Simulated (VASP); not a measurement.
# FeSi (P2_13) in VASP: single point with PBE

Aim: the single point of FeSi with PBE.

All numbers are computed with VASP 6.6.1; they aren't measurements. Logs are shortened: lines on timing, memory, paths and dates and some standing lists are left out, and cuts for length are marked.

**1. The cell of the first run**

Symmetry: P2_13, No. 198, cubic system. Conventional cell: a = 4.310 Å, b = 4.310 Å, c = 4.310 Å, α = 90.00°, β = 90.00°, γ = 90.00°. Fe (site symmetry 3) has 7 Si at 2.22 to 2.40 Å and 6 Fe at 2.65 Å within 2.9 Å. Si (site symmetry 3) has 7 Fe at 2.22 to 2.40 Å and 6 Si at 2.67 Å within 2.9 Å.

**2. Single point, PBE**

Input file INCAR:

```
ALGO = Normal
EDIFF = 1E-7
ENCUT = 520
GGA = PE
ISIF = 2
ISMEAR = 0
ISYM = 0
LASPH = True
LCHARG = False
LREAL = False
LWAVE = False
NBANDS = 34
NELM = 60
PREC = Accurate
SIGMA = 0.01
```

Input file KPOINTS:

```
k-points
0
Gamma
  8 8 8
```

Input file POSCAR:

```
FeSi
1.0
    4.3103770949      0.0000000000      0.0000000000
    0.0000000000      4.3103770949      0.0000000000
    0.0000000000      0.0000000000      4.3103770949
Fe Si
4 4
Direct
    0.1395979673      0.1395979673      0.1395979673
    0.3604020327      0.8604020327      0.6395979673
    0.6395979673      0.3604020327      0.8604020327
    0.8604020327      0.6395979673      0.3604020327
    0.8423393827      0.8423393827      0.8423393827
    0.6576606173      0.1576606173      0.3423393827
    0.3423393827      0.6576606173      0.1576606173
    0.1576606173      0.3423393827      0.6576606173
```

Potentials or basis: VASP PAW PBE potentials, release 64 (Fe, Si).

The run is started by

```console
> cat potpaw_PBE.64/Fe/POTCAR potpaw_PBE.64/Si/POTCAR > POTCAR
> mpirun -np 1 vasp_std > vasp.out
```

OUTCAR:

```text
EDIFF = 1E-7
   ENCUT = 520
   GGA = PE
   ISIF = 2
   ISMEAR = 0
   ISYM = 0
   LASPH = True
   LREAL = False
   NELM = 60
   PREC = Accurate

 ion  position               nearest neighbor table
   1  0.140  0.140  0.140-   5 2.22   6 2.26   7 2.26   8 2.26   7 2.40   8 2.40   6 2.40   3 2.65
                             4 2.65   2 2.65   2 2.65   4 2.65   3 2.65
   2  0.360  0.860  0.640-   6 2.22   5 2.26   7 2.26   8 2.26   7 2.40   8 2.40   5 2.40   1 2.65
                             1 2.65   3 2.65   3 2.65   4 2.65   4 2.65
   3  0.640  0.360  0.860-   7 2.22   6 2.26   5 2.26   8 2.26   8 2.40   6 2.40   5 2.40   1 2.65
                             4 2.65   2 2.65   2 2.65   4 2.65   1 2.65
   4  0.860  0.640  0.360-   8 2.22   6 2.26   7 2.26   5 2.26   6 2.40   5 2.40   7 2.40   1 2.65
                             3 2.65   2 2.65   1 2.65   2 2.65   3 2.65
   5  0.842  0.842  0.842-   1 2.22   2 2.26   3 2.26   4 2.26   3 2.40   4 2.40   2 2.40   6 2.67
                             7 2.67   8 2.67   6 2.67   8 2.67   7 2.67
   6  0.658  0.158  0.342-   2 2.22   1 2.26   3 2.26   4 2.26   3 2.40   4 2.40   1 2.40   8 2.67
                             5 2.67   5 2.67   7 2.67   7 2.67   8 2.67
   7  0.342  0.658  0.158-   3 2.22   2 2.26   1 2.26   4 2.26   4 2.40   2 2.40   1 2.40   8 2.67
                             5 2.67   8 2.67   6 2.67   6 2.67   5 2.67
   8  0.158  0.342  0.658-   4 2.22   2 2.26   3 2.26   1 2.26   2 2.40   1 2.40   3 2.40   7 2.67
                             5 2.67   7 2.67   5 2.67   6 2.67   6 2.67

IMPORTANT INFORMATION: All symmetrisations will be switched off!
NOSYMM: (Re-)initialisation of all symmetry stuff for point group C_1.

----------------------------------------------------------------------------------------

                                     Primitive cell

  volume of cell :      80.0840

  direct lattice vectors                    reciprocal lattice vectors
     4.310377095  0.000000000  0.000000000     0.231998263  0.000000000  0.000000000
     0.000000000  4.310377095  0.000000000     0.000000000  0.231998263  0.000000000
     0.000000000  0.000000000  4.310377095     0.000000000  0.000000000  0.231998263

  length of vectors
     4.310377095  4.310377095  4.310377095     0.231998263  0.231998263  0.231998263

  position of ions in fractional coordinates (direct lattice)
     0.139597967  0.139597967  0.139597967
     0.360402033  0.860402033  0.639597967
     0.639597967  0.360402033  0.860402033
     0.860402033  0.639597967  0.360402033
     0.842339383  0.842339383  0.842339383
     0.657660617  0.157660617  0.342339383
     0.342339383  0.657660617  0.157660617
     0.157660617  0.342339383  0.657660617

  ion indices of the primitive-cell ions
   primitive index   ion index
                 1           1
                 2           2
                 3           3
                 4           4
                 5           5
                 6           6
                 7           7
                 8           8

----------------------------------------------------------------------------------------

 KPOINTS: k-points

Automatic generation of k-mesh.
 Grid dimensions read from file:
 generate k-points for:    8    8    8

 Generating k-lattice:

  Cartesian coordinates                     Fractional coordinates (reciprocal lattice)
     0.028999783  0.000000000  0.000000000     0.125000000  0.000000000  0.000000000
     0.000000000  0.028999783  0.000000000     0.000000000  0.125000000  0.000000000
     0.000000000  0.000000000  0.028999783     0.000000000  0.000000000  0.125000000

  Length of vectors
     0.028999783  0.028999783  0.028999783

  Shift w.r.t. Gamma in fractional coordinates (k-lattice)
     0.000000000  0.000000000  0.000000000

 Subroutine IBZKPT returns following result:
 ===========================================

 Found    260 irreducible k-points:

 Following reciprocal coordinates:
            Coordinates               Weight
  0.000000  0.000000  0.000000      1.000000
  0.125000  0.000000  0.000000      2.000000
  0.000000  0.125000  0.000000      2.000000
  0.000000  0.000000  0.125000      2.000000
  0.250000  0.000000  0.000000      2.000000
  0.000000  0.250000  0.000000      2.000000
[... 16 lines left out ...]
 -0.125000  0.250000  0.000000      2.000000
 -0.250000  0.000000  0.125000      2.000000
 [... further k-points ...]
   k-points           NKPTS =    260   k-points in BZ     NKDIM =    260   number of bands    NBANDS=     34
   number of dos      NEDOS =    301   number of ions     NIONS =      8
   total plane-waves  NPLWV =  32768
   dimension x,y,z NGX =    32 NGY =   32 NGZ =   32
   dimension x,y,z NGXF=    64 NGYF=   64 NGZF=   64
   ions per type =               4   4
   NGX,Y,Z   is equivalent  to a cutoff of  12.34, 12.34, 12.34 a.u.
   NGXF,Y,Z  is equivalent  to a cutoff of  24.68, 24.68, 24.68 a.u.
 SYSTEM =  unknown system
   PREC   = accura    normal or accurate (medium, high low for compatibility)
   ISTART =      0    job   : 0-new  1-cont  2-samecut
   ICHARG =      2    charge: 1-file 2-atom 10-const
   ISPIN  =      1    spin polarized calculation?
   LNONCOLLINEAR =      F non collinear calculations
   LSORBIT =      F    spin-orbit coupling
   LASPH  =      T    aspherical Exc in radial PAW
   ENCUT  =  520.0 eV  38.22 Ry    6.18 a.u.   8.01  8.01  8.01*2*pi/ulx,y,z
   NELM   =     60;   NELMIN=  2; NELMDL= -5     # of ELM steps
   EDIFF  = 0.1E-06   stopping-criterion for ELM
   LREAL  =      F    real-space projection
   EDIFFG = 0.1E-05   stopping-criterion for IOM
   NSW    =      0    number of steps for IOM
   IBRION =     -1    ionic relax: 0-MD 1-quasi-New 2-CG
   NFREE  =      0    steps in history (QN), initial steepest desc. (CG)
   ISIF   =      2    stress and relaxation
   ISYM   =      0    0-nonsym 1-usesym 2-fastsym
   POTIM  = 0.5000    time-step for ionic-motion
   TEBEG  =    0.0;   TEEND  =   0.0 temperature during run
   PSTRESS=    0.0 pullay stress
   NELECT =      48.0000    total number of electrons
   NUPDOWN=      -1.0000    fix difference up-down
   EMIN   =  10.00;   EMAX   =-10.00  energy-range for DOS
   EFERMI =   0.00;   METHOD = LEGACY
   ISMEAR =     0;   SIGMA  =   0.01  broadening in eV -4-tet -1-fermi 0-gaus
   EFERMI_NEDOS =   21; number of points for ismear=-14 and -15
   IALGO  =     38    algorithm
   IMIX   =      4    mixing-type and parameters
     AMIX     =   0.40;   BMIX     =  1.00
     AMIX_MAG =   1.60;   BMIX_MAG =  1.00
  volume/ion in A,a.u.               =      10.01        67.55
  Fermi-wavevector in a.u.,A,eV,Ry     =   1.380299  2.608388 25.922181  1.905227
  Thomas-Fermi vector in A             =   2.505189
   LORBIT       =      0    0 simple, 1 ext, 2 COOP (PROOUT), +10 PAW based schemes
   GGA     = PE    functional components
   LHFCALC =     F    Hartree Fock is set to
   AEXX    =    0.0000 exact exchange contribution
   IVDW    =     0    specifies the selected vdW correction
   LEPSILON=     F    determine dielectric tensor
   LRPA    =     F    only Hartree local field effects (RPA)
 non-spin polarized calculation
 Gauss-broadening in eV      SIGMA  =   0.01
  energy-cutoff  :      520.00
  volume of cell :       80.08
 maximum number of plane-waves:      2192
   NGX = 17   NGY = 17   NGZ = 17

 number of electron      48.0000018 magnetization

 Free energy of the ion-electron system (eV)
  ---------------------------------------------------
  ext. energy  EPLUGINS =         0.00000000
  ---------------------------------------------------
  free energy    TOTEN  =       -58.19412192 eV

  energy without entropy =      -58.19412192  energy(sigma->0) =      -58.19412192

 E-fermi :  11.0659     XC(G=0): -13.2774

 val. band max:       10.9997620466   @ k =   0.1250   0.3750   0.0000
 cond. band min:      11.1547540133   @ k =   0.1250  -0.3750   0.1250
 fundamental gap:      0.1549919666
 Fermi energy:        11.0658511482

 k-point     1 :       0.0000    0.0000    0.0000
  band No.  band energies     occupation
      1      -3.0194      2.00000
      2       2.6520      2.00000
      3       2.6520      2.00000
      4       2.6520      2.00000
      5       5.5362      2.00000
      6       5.5362      2.00000
[... 26 lines left out ...]
     33      15.7515      0.00000
     34      15.7515      0.00000

 k-point     2 :       0.1250    0.0000    0.0000
  band No.  band energies     occupation
      1      -2.8945      2.00000
      2       1.8597      2.00000
      3       2.7212      2.00000
      4       3.2489      2.00000
      5       5.0419      2.00000
      6       5.6126      2.00000
[... 26 lines left out ...]
     33      15.8780      0.00000
     34      15.9156      0.00000

 k-point     3 :       0.0000    0.1250    0.0000
  band No.  band energies     occupation
      1      -2.8945      2.00000
      2       1.8597      2.00000
      3       2.7212      2.00000
      4       3.2489      2.00000
      5       5.0419      2.00000
      6       5.6126      2.00000
[... 26 lines left out ...]
     33      15.8780      0.00000
     34      15.9169      0.00000

 k-point     4 :       0.0000    0.0000    0.1250
  band No.  band energies     occupation
      1      -2.8945      2.00000
      2       1.8597      2.00000
      3       2.7212      2.00000
      4       3.2489      2.00000
      5       5.0419      2.00000
      6       5.6126      2.00000
[... 26 lines left out ...]
     33      15.8780      0.00000
     34      15.9156      0.00000

 k-point     5 :       0.2500    0.0000    0.0000
  band No.  band energies     occupation
      1      -2.5241      2.00000
      2       0.8771      2.00000
      3       2.9248      2.00000
      4       3.7516      2.00000
      5       4.6970      2.00000
      6       5.7621      2.00000
[... 621 lines left out ...]
 k-point    22 :       0.1250    0.0000    0.2500
  band No.  band energies     occupation
      1      -2.4021      2.00000
      2       0.9296      2.00000
      3       2.5030      2.00000
      4       3.9182      2.00000
      5       4.6771      2.00000
      6       5.4485      2.00000
[... 26 lines left out ...]
     33      15.7265      0.00000
     34      16.7750      0.00000

 k-point    23 :      -0.1250    0.2500    0.0000
  band No.  band energies     occupation
      1      -2.4021      2.00000
      2       0.9293      2.00000
      3       2.5079      2.00000
      4       3.9068      2.00000
      5       4.6750      2.00000
      6       5.4514      2.00000
[... 26 lines left out ...]
     33      15.9812      0.00000
     34      16.7138      0.00000

 k-point    24 :      -0.2500    0.0000    0.1250
  band No.  band energies     occupation
      1      -2.4021      2.00000
      2       0.9293      2.00000
      3       2.5079      2.00000
      4       3.9068      2.00000
      5       4.6750      2.00000
      6       5.4514      2.00000
[... 26 lines left out ...]
     33      15.9812      0.00000
     34      16.7136      0.00000

 [... further k-points ...]

------------------------ aborting loop because EDIFF is reached ----------------------------------------

  FORCE on cell =-STRESS in cart. coord.  units (eV):
  Direction    XX          YY          ZZ          XY          YZ          ZX
  --------------------------------------------------------------------------------------
  -------------------------------------------------------------------------------------
  Total       13.0072114     13.0072358     13.0072096      0.0000106     -0.0000012      0.0000077
  in kB      260.2249793    260.2254682    260.2249427      0.0002119     -0.0000230      0.0001539
  external PRESSURE =     260.2251301 kB  Pullay stress =       0.0000000 kB

 VOLUME and BASIS-vectors are now :
 -----------------------------------------------------------------------------
  energy-cutoff  :      520.00
  volume of cell :       80.08
      direct lattice vectors                 reciprocal lattice vectors
     4.310377095  0.000000000  0.000000000     0.231998263  0.000000000  0.000000000
     0.000000000  4.310377095  0.000000000     0.000000000  0.231998263  0.000000000
     0.000000000  0.000000000  4.310377095     0.000000000  0.000000000  0.231998263

 POSITION                                       TOTAL-FORCE (eV/Angst)
 -----------------------------------------------------------------------------------
      0.60172      0.60172      0.60172         0.023830      0.023825      0.023832
      1.55347      3.70866      2.75691        -0.023819     -0.023850      0.023826
      2.75691      1.55347      3.70866         0.023829     -0.023812     -0.023843
      3.70866      2.75691      1.55347        -0.023836      0.023829     -0.023813
      3.63080      3.63080      3.63080        -0.000552     -0.000560     -0.000562
      2.83477      0.67958      1.47561         0.000546      0.000551     -0.000533
      1.47561      2.83477      0.67958        -0.000539      0.000546      0.000556
      0.67958      1.47561      2.83477         0.000541     -0.000529      0.000538
 -----------------------------------------------------------------------------------
    total drift:                                0.000012     -0.000008     -0.000002

  FREE ENERGIE OF THE ION-ELECTRON SYSTEM (eV)
  ---------------------------------------------------
  free  energy   TOTEN  =       -58.1941219221 eV

  energy  without entropy=      -58.1941219221  energy(sigma->0) =      -58.19412192
```

Run time: 13 min. Hardware: 1 thread of Intel Xeon 8259CL, shared host; peak memory 0.6 GiB.

What came out:

```
Free energy            : -58.1941 eV
Pressure               : 26.0 GPa
Largest force          : 0.041 eV/Å
Band gap on the k mesh : 0.15 eV (least direct gap 0.17 eV)
```

Forces in eV/Å, atoms in the order of the input:
```
Fe   0.024  0.024  0.024
Fe  -0.024 -0.024  0.024
Fe   0.024 -0.024 -0.024
Fe  -0.024  0.024 -0.024
Si  -0.001 -0.001 -0.001
Si   0.001  0.001 -0.001
Si  -0.001  0.001  0.001
Si   0.001 -0.001  0.001
```

Caveat: the cell stands under pressure.
